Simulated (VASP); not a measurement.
**K: single point with r2SCAN**

Crystal: K.

```
K
1.0
     0.00000    3.37034    3.37034
     3.37034    0.00000    3.37034
     3.37034    3.37034    0.00000
K
1
Direct
  0.00000 0.00000 0.00000
```

This isn't the form of K at room conditions, which is bcc.

```json
{"Program": "VASP 6.6.1", "Task": "single point", "Functional": "r2SCAN", "Potentials or basis": "VASP PAW PBE potentials, release 64 (K_sv)", "Cutoff": "520 eV", "k mesh": "8 × 8 × 8", "Occupations": "fermi-dirac, width 0.1 eV", "Spin": "non-collinear spin, zero start, spin-orbit coupling", "Starting moments": "[[0.0, 0.0, 0.0]] μB"}
```

```json
{"Pressure": "0.0 GPa", "Net moment": "0.00 μB per cell", "Valence electrons inside the program's atomic spheres": "K 7.64"}
```

Moments on the atoms (μB; x, y, z):
```
K   0.00 0.00 0.00
```

Run time: 11 min on 1 thread of AMD EPYC 7R43 64-Core Processor (Zen 3) (shared host), peak memory 0.44 GiB.

Caveat: the PAW data sets were made with another functional, which shifts forces and pressure a little.
